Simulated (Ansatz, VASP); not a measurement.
# GaN in VASP and in Ansatz

```
CELL_PARAMETERS angstrom
3.21865 0.00000 0.00000
-1.60933 2.78744 0.00000
0.00000 0.00000 5.24349
ATOMIC_POSITIONS crystal
Ga 0.33333 0.66667 0.99913
Ga 0.66667 0.33333 0.49913
N 0.33333 0.66667 0.37587
N 0.66667 0.33333 0.87587
```

Alike in both runs: functional PBE; k mesh 12 × 12 × 6; occupations gaussian, width 0.02 eV; no spin polarisation.

Ansatz relaxed the structure, and its values are those at the end. VASP's run is a single point on that final structure, the one shown.

|  | VASP | Ansatz |
| --- | --- | --- |
| version | VASP 6.6.1 | Ansatz 0.2.0 |
| potentials or method | VASP PAW PBE potentials, release 64 (Ga_d, N), cutoff 520 eV | scalar-relativistic, plane waves, PAW |
| valence electrons in the cell | 36 | 36 |

|  | VASP | Ansatz | Ansatz less VASP |
| --- | --- | --- | --- |
| gap on the k mesh at the Fermi level (eV) | 1.71 | 1.71 | -0.004 |
| least direct gap on the mesh (eV) | 1.71 | 1.71 | -0.004 |
| pressure (GPa) | 0.1 | 0.0 | -0.08 |
